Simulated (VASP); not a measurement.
# As (Fd-3m) in VASP: further runs

As is run at these levels: r2SCAN; tasks: single point, relaxation of cell and atoms.

Program: VASP 6.6.1. These are calculated values, not measurements. Logs are shortened: lines on timing, memory, paths and dates and some standing lists are left out, and cuts for length are marked.

## 1. The cell of the first run

Symmetry: Fd-3m, No. 227, cubic system. Conventional cell: a = 6.068 Å, b = 6.068 Å, c = 6.068 Å, α = 90.00°, β = 90.00°, γ = 90.00°. Within 3.5 Å of As (site symmetry -43m) lie 4 As at 2.63 Å.

This isn't the form of As at room conditions, which is rhombohedral.

## 2. Single point, r2SCAN

Contents of POSCAR:

```
As
1.0
    0.0000000000      3.0338866982      3.0338866982
    3.0338866982      0.0000000000      3.0338866982
    3.0338866982      3.0338866982      0.0000000000
As
2
Direct
    0.1250000000      0.1250000000      0.1250000000
    0.8750000000      0.8750000000      0.8750000000
```

Contents of INCAR.step1:

```
PREC = Accurate ; ENCUT = 520
ISMEAR = -1 ; SIGMA = 0.1
LREAL = F ; LASPH = T
NELM = 100 ; NBANDS = 12
GGA = PE ; ALGO = Normal
EDIFF = 1E-4 ; LWAVE = T
LCHARG = F
```

Contents of INCAR.step2:

```
PREC = Accurate ; ENCUT = 520
EDIFF = 1E-7 ; ISMEAR = -1
SIGMA = 0.1 ; LREAL = F
LASPH = T ; NELM = 100
ALGO = Normal ; ISIF = 2
LWAVE = F ; LCHARG = T
METAGGA = R2SCAN ; LMIXTAU = T
LELF = T ; LVHAR = T
NBANDS = 12 ; ISTART = 1
```

Contents of KPOINTS:

```
Automatic mesh
0
Gamma
  15 15 15
```

Potentials or basis: VASP PAW PBE potentials, release 64 (As).

The run is started by

```bash
> cat potpaw_PBE.64/As/POTCAR > POTCAR
> cp INCAR.step1 INCAR
> mpirun -np 1 vasp_std > vasp.out
> cp INCAR.step2 INCAR
> mpirun -np 1 vasp_std > vasp.out
```

OUTCAR:

```text
PREC = Accurate
   ENCUT = 520
   EDIFF = 1E-7
   ISMEAR = -1
   LREAL = F
   LASPH = T
   NELM = 100
   ISIF = 2
   METAGGA = R2SCAN
   ISTART = 1

 ion  position               nearest neighbor table
   1  0.125  0.125  0.125-   2 2.63   2 2.63   2 2.63   2 2.63
   2  0.875  0.875  0.875-   1 2.63   1 2.63   1 2.63   1 2.63

  LATTYP: Found a face centered cubic cell.
 ALAT       =     6.0677733964

  Lattice vectors:

 A1 = (   0.0000000000,   3.0338866982,   3.0338866982)
 A2 = (   3.0338866982,   0.0000000000,   3.0338866982)
 A3 = (   3.0338866982,   3.0338866982,   0.0000000000)

Analysis of symmetry for initial positions (statically):
=====================================================================
 Subroutine PRICEL returns:
 Original cell was already a primitive cell.

 Routine SETGRP: Setting up the symmetry group for a
 face centered cubic supercell.

 Subroutine GETGRP returns: Found 48 space group operations
 (whereof 12 operations were pure point group operations)
 out of a pool of 48 trial point group operations.

The static configuration has the point symmetry D_3d.
 The point group associated with its full space group is O_h .

Analysis of symmetry for dynamics (positions and initial velocities):
=====================================================================
 Subroutine PRICEL returns:
 Original cell was already a primitive cell.

 Routine SETGRP: Setting up the symmetry group for a
 face centered cubic supercell.

 Subroutine GETGRP returns: Found 48 space group operations
 (whereof 12 operations were pure point group operations)
 out of a pool of 48 trial point group operations.

The dynamic configuration has the point symmetry D_3d.
 The point group associated with its full space group is O_h .

 Subroutine INISYM returns: Found 48 space group operations
 (whereof 12 operations are pure point group operations),
 and found     1 'primitive' translations

----------------------------------------------------------------------------------------

                                     Primitive cell

  volume of cell :      55.8506

  direct lattice vectors                    reciprocal lattice vectors
     0.000000000  3.033886698  3.033886698    -0.164805100  0.164805100  0.164805100
     3.033886698  0.000000000  3.033886698     0.164805100 -0.164805100  0.164805100
     3.033886698  3.033886698  0.000000000     0.164805100  0.164805100 -0.164805100

  length of vectors
     4.290563715  4.290563715  4.290563715     0.285450806  0.285450806  0.285450806

  position of ions in fractional coordinates (direct lattice)
     0.125000000  0.125000000  0.125000000
     0.875000000  0.875000000  0.875000000

  ion indices of the primitive-cell ions
   primitive index   ion index
                 1           1
                 2           2

----------------------------------------------------------------------------------------

 KPOINTS: Automatic mesh

Automatic generation of k-mesh.
 Grid dimensions read from file:
 generate k-points for:   15   15   15

 Generating k-lattice:

  Cartesian coordinates                     Fractional coordinates (reciprocal lattice)
    -0.010987007  0.010987007  0.010987007     0.066666667  0.000000000  0.000000000
     0.010987007 -0.010987007  0.010987007     0.000000000  0.066666667  0.000000000
     0.010987007  0.010987007 -0.010987007     0.000000000  0.000000000  0.066666667

  Length of vectors
     0.019030054  0.019030054  0.019030054

  Shift w.r.t. Gamma in fractional coordinates (k-lattice)
     0.000000000  0.000000000  0.000000000

 Subroutine IBZKPT returns following result:
 ===========================================

 Found    120 irreducible k-points:

 Following reciprocal coordinates:
            Coordinates               Weight
  0.000000  0.000000  0.000000      1.000000
  0.066667  0.000000  0.000000      8.000000
  0.133333  0.000000  0.000000      8.000000
  0.200000  0.000000  0.000000      8.000000
  0.266667  0.000000  0.000000      8.000000
  0.333333  0.000000  0.000000      8.000000
[... 16 lines left out ...]
  0.133333  0.133333  0.000000      6.000000
  0.200000  0.133333  0.000000     24.000000
 [... further k-points ...]
   k-points           NKPTS =    120   k-points in BZ     NKDIM =    120   number of bands    NBANDS=     12
   number of dos      NEDOS =    301   number of ions     NIONS =      2
   total plane-waves  NPLWV =  32768
   dimension x,y,z NGX =    32 NGY =   32 NGZ =   32
   dimension x,y,z NGXF=    64 NGYF=   64 NGZF=   64
   ions per type =               2
   NGX,Y,Z   is equivalent  to a cutoff of  12.40, 12.40, 12.40 a.u.
   NGXF,Y,Z  is equivalent  to a cutoff of  24.80, 24.80, 24.80 a.u.
 SYSTEM =  unknown system
   PREC   = accura    normal or accurate (medium, high low for compatibility)
   ISTART =      1    job   : 0-new  1-cont  2-samecut
   ICHARG =      0    charge: 1-file 2-atom 10-const
   ISPIN  =      1    spin polarized calculation?
   LNONCOLLINEAR =      F non collinear calculations
   LSORBIT =      F    spin-orbit coupling
   LASPH  =      T    aspherical Exc in radial PAW
   ENCUT  =  520.0 eV  38.22 Ry    6.18 a.u.   7.98  7.98  7.98*2*pi/ulx,y,z
   NELM   =    100;   NELMIN=  2; NELMDL=  0     # of ELM steps
   EDIFF  = 0.1E-06   stopping-criterion for ELM
   LREAL  =      F    real-space projection
   EDIFFG = 0.1E-05   stopping-criterion for IOM
   NSW    =      0    number of steps for IOM
   IBRION =     -1    ionic relax: 0-MD 1-quasi-New 2-CG
   NFREE  =      0    steps in history (QN), initial steepest desc. (CG)
   ISIF   =      2    stress and relaxation
   ISYM   =      2    0-nonsym 1-usesym 2-fastsym
   POTIM  = 0.5000    time-step for ionic-motion
   TEBEG  =    0.0;   TEEND  =   0.0 temperature during run
   PSTRESS=    0.0 pullay stress
   NELECT =      10.0000    total number of electrons
   NUPDOWN=      -1.0000    fix difference up-down
   EMIN   =  10.00;   EMAX   =-10.00  energy-range for DOS
   EFERMI =   0.00;   METHOD = LEGACY
   ISMEAR =    -1;   SIGMA  =   0.10  broadening in eV -4-tet -1-fermi 0-gaus
   EFERMI_NEDOS =   21; number of points for ismear=-14 and -15
   IALGO  =     38    algorithm
   IMIX   =      4    mixing-type and parameters
     AMIX     =   0.40;   BMIX     =  1.00
     AMIX_MAG =   1.60;   BMIX_MAG =  1.00
  volume/ion in A,a.u.               =      27.93       188.45
  Fermi-wavevector in a.u.,A,eV,Ry     =   0.922711  1.743670 11.583928  0.851395
  Thomas-Fermi vector in A             =   2.048267
   LORBIT       =      0    0 simple, 1 ext, 2 COOP (PROOUT), +10 PAW based schemes
   METAGGA = R2SCAN    functional components
   LHFCALC =     F    Hartree Fock is set to
   AEXX    =    0.0000 exact exchange contribution
   IVDW    =     0    specifies the selected vdW correction
   LEPSILON=     F    determine dielectric tensor
   LRPA    =     F    only Hartree local field effects (RPA)
 non-spin polarized calculation
  energy-cutoff  :      520.00
  volume of cell :       55.85
 maximum number of plane-waves:      1524
   NGX = 15   NGY = 15   NGZ = 15

 number of electron       9.9999999 magnetization

 Free energy of the ion-electron system (eV)
  ---------------------------------------------------
  ext. energy  EPLUGINS =         0.00000000
  ---------------------------------------------------
  free energy    TOTEN  =       -28.60032056 eV

  energy without entropy =      -28.56744383  energy(sigma->0) =      -28.58388219

 E-fermi :   3.0432     XC(G=0):  -9.0920

 val. band max:        2.9439957208   @ k =  -0.4667   0.3333   0.1333
 cond. band min:       3.0783678518   @ k =  -0.2667   0.4000   0.1333
 fundamental gap:      0.1343721310
 Fermi energy:         3.0431790546

 k-point     1 :       0.0000    0.0000    0.0000
  band No.  band energies     occupation
      1     -11.5123      2.00000
      2      -3.0330      2.00000
      3       0.6569      2.00000
      4       0.6569      2.00000
      5       0.6569      2.00000
      6       3.5998      0.00762
      7       3.5998      0.00762
      8       3.5998      0.00762
      9       8.2965      0.00000
     10      11.2945      0.00000
     11      11.2945      0.00000
     12      13.2364      0.00000

 k-point     2 :       0.0667    0.0000    0.0000
  band No.  band energies     occupation
      1     -11.4708      2.00000
      2      -3.2532      2.00000
      3       0.5913      2.00000
      4       0.5913      2.00000
      5       0.7100      2.00000
      6       3.6954      0.00294
      7       3.6954      0.00294
      8       3.7031      0.00272
      9       8.4993      0.00000
     10      11.0777      0.00000
     11      11.0777      0.00000
     12      13.0101      0.00000

 k-point     3 :       0.1333    0.0000    0.0000
  band No.  band energies     occupation
      1     -11.3478      2.00000
      2      -3.8095      2.00000
      3       0.4252      2.00000
      4       0.4252      2.00000
      5       0.7632      2.00000
      6       3.9413      0.00025
      7       3.9413      0.00025
      8       4.0596      0.00008
      9       9.0286      0.00000
     10      10.7246      0.00000
     11      10.7246      0.00000
     12      12.6008      0.00000
[... 286 lines left out ...]
 k-point    23 :       0.1333    0.1333    0.0000
  band No.  band energies     occupation
      1     -11.2910      2.00000
      2      -3.9957      2.00000
      3       0.0766      2.00000
      4       0.0766      2.00000
      5       1.5324      2.00000
      6       3.1613      0.46951
      7       4.4661      0.00000
      8       4.4661      0.00000
      9       9.2848      0.00000
     10       9.7239      0.00000
     11      11.5772      0.00000
     12      13.7560      0.00000

 k-point    24 :       0.2000    0.1333    0.0000
  band No.  band energies     occupation
      1     -11.1417      2.00000
      2      -4.4908      2.00000
      3      -0.1747      2.00000
      4      -0.1453      2.00000
      5       1.7744      1.99999
      6       3.1355      0.56880
      7       4.8390      0.00000
      8       4.9041      0.00000
      9       9.3714      0.00000
     10       9.8297      0.00000
     11      11.5836      0.00000
     12      13.5240      0.00000

 [... further k-points ...]

------------------------ aborting loop because EDIFF is reached ----------------------------------------

  FORCE on cell =-STRESS in cart. coord.  units (eV):
  Direction    XX          YY          ZZ          XY          YZ          ZX
  --------------------------------------------------------------------------------------
  -------------------------------------------------------------------------------------
  Total       -0.0524817     -0.0524817     -0.0524817     -0.0000000      0.0000000      0.0000000
  in kB       -1.5055324     -1.5055324     -1.5055324     -0.0000000      0.0000000      0.0000000
  external PRESSURE =      -1.5055324 kB  Pullay stress =       0.0000000 kB

 VOLUME and BASIS-vectors are now :
 -----------------------------------------------------------------------------
  energy-cutoff  :      520.00
  volume of cell :       55.85
      direct lattice vectors                 reciprocal lattice vectors
     0.000000000  3.033886698  3.033886698    -0.164805100  0.164805100  0.164805100
     3.033886698  0.000000000  3.033886698     0.164805100 -0.164805100  0.164805100
     3.033886698  3.033886698  0.000000000     0.164805100  0.164805100 -0.164805100

 POSITION                                       TOTAL-FORCE (eV/Angst)
 -----------------------------------------------------------------------------------
      0.75847      0.75847      0.75847        -0.000000      0.000000      0.000000
      5.30930      5.30930      5.30930         0.000000     -0.000000     -0.000000
 -----------------------------------------------------------------------------------
    total drift:                                0.000000      0.000000     -0.000000

  FREE ENERGIE OF THE ION-ELECTRON SYSTEM (eV)
  ---------------------------------------------------
  free  energy   TOTEN  =       -28.6003205596 eV

  energy  without entropy=      -28.5674438289  energy(sigma->0) =      -28.58388219
```

Run time: 86 s. Hardware: 1 thread of Intel Xeon 6975P-C (Granite Rapids), shared host; peak memory 0.22 GiB.

Results:

- Free energy: -28.6003 eV
- Pressure: -0.2 GPa
- Band gap on the k mesh: zero (bands 5 and 6 overlap by 1.31 eV)

Levels at points of the mesh, in eV from the Fermi level:
```csv
k point,band 3,band 4,band 5,band 6,band 7,band 8
"(0.00, 0.00, 0.00)",-2.39,-2.39,-2.39,0.56,0.56,0.56
```

Caveat: the PAW data sets were made with another functional, which shifts forces and pressure a little.

## 3. Relaxation of cell and atoms, r2SCAN

This run uses another cell than the first one, of 24.71 Å³/atom.

Contents of POSCAR:

```
As
1.0
    0.0000000000      2.9125201240      2.9125201240
    2.9125201240      0.0000000000      2.9125201240
    2.9125201240      2.9125201240      0.0000000000
As
2
Direct
    0.1250000000      0.1250000000      0.1250000000
    0.8750000000      0.8750000000      0.8750000000
```

Contents of INCAR.step1:

```
PREC     = Accurate       # precision mode
ENCUT    = 600            # plane-wave cutoff, eV
ISMEAR   = -1             # smearing method
SIGMA    = 0.1            # smearing width, eV
LREAL    = False          # projectors in reciprocal space
LASPH    = True           # aspherical terms in the spheres
NELM     = 60             # most SCF steps
GGA      = PE             # functional
ALGO     = Normal         # electronic algorithm
EDIFF    = 1E-4           # SCF threshold, eV
LWAVE    = True           # write WAVECAR
LCHARG   = False          # write CHGCAR
```

Contents of INCAR.step2:

```
PREC     = Accurate       # precision mode
ENCUT    = 600            # plane-wave cutoff, eV
EDIFF    = 1E-6           # SCF threshold, eV
ISMEAR   = -1             # smearing method
SIGMA    = 0.1            # smearing width, eV
LREAL    = False          # projectors in reciprocal space
LASPH    = True           # aspherical terms in the spheres
NELM     = 60             # most SCF steps
ALGO     = Normal         # electronic algorithm
ISIF     = 3              # what is computed and relaxed
LWAVE    = False          # write WAVECAR
LCHARG   = False          # write CHGCAR
METAGGA  = R2SCAN         # meta-GGA
LMIXTAU  = True         
IBRION   = 2              # ionic algorithm
NSW      = 80             # ionic steps
EDIFFG   = -0.01          # ionic threshold
ISTART   = 1
```

Contents of KPOINTS:

```
regular mesh
0
Gamma
  9 9 9
```

Potentials or basis: VASP PAW PBE potentials, release 64 (As).

The run is started by

```bash
> cat potpaw_PBE.64/As/POTCAR > POTCAR
> cp INCAR.step1 INCAR
> mpirun -np 1 vasp_std > vasp.out
> cp INCAR.step2 INCAR
> mpirun -np 1 vasp_std > vasp.out
```

Run time: 92 s. Hardware: 1 thread of Intel Xeon 6975P-C (Granite Rapids), shared host; peak memory 0.23 GiB.

It converged, with:

| Quantity | Value |
| --- | --- |
| Free energy | -28.5870 eV |
| Relaxed volume | 27.91 Å³/atom |
| Relaxed cell | a = 4.290 Å, b = 4.290 Å, c = 4.290 Å, α = 60.00°, β = 60.00°, γ = 60.00° |
| Space group after relaxing (to 0.1 Å) | Fd-3m (No. 227) |
| Energy gained by relaxing | 69.1 meV/atom |
| Ionic steps | 3 |
| Pressure after relaxing | 0.0 GPa |
| Band gap on the k mesh | zero (bands 5 and 6 overlap by 1.18 eV) |

Step by step:
| step | energy change (eV) | largest force (eV/Å) | pressure (GPa) | volume (Å³) |
| --- | --- | --- | --- | --- |
| 1 | 0.0000 | 0.0000 | 7.52 | 49.41 |
| 2 | -0.1240 | 0.0000 | -1.89 | 58.18 |
| 3 | -0.1381 | 0.0000 | 0.04 | 55.83 |

Final structure:
```
CELL_PARAMETERS angstrom
0.00000 3.03343 3.03343
3.03343 0.00000 3.03343
3.03343 3.03343 0.00000
ATOMIC_POSITIONS crystal
As 0.12500 0.12500 0.12500
As 0.87500 0.87500 0.87500
```

Levels at points of the mesh, in eV from the Fermi level:
| k point | band 1 | band 2 | band 3 | band 4 | band 5 | band 6 | band 7 | band 8 | band 9 |
| --- | --- | --- | --- | --- | --- | --- | --- | --- | --- |
| (0.00, 0.00, 0.00) | -14.50 | -6.01 | -2.33 | -2.33 | -2.33 | 0.62 | 0.62 | 0.62 | 5.31 |

Caveat: the PAW data sets were made with another functional, which shifts forces and pressure a little.
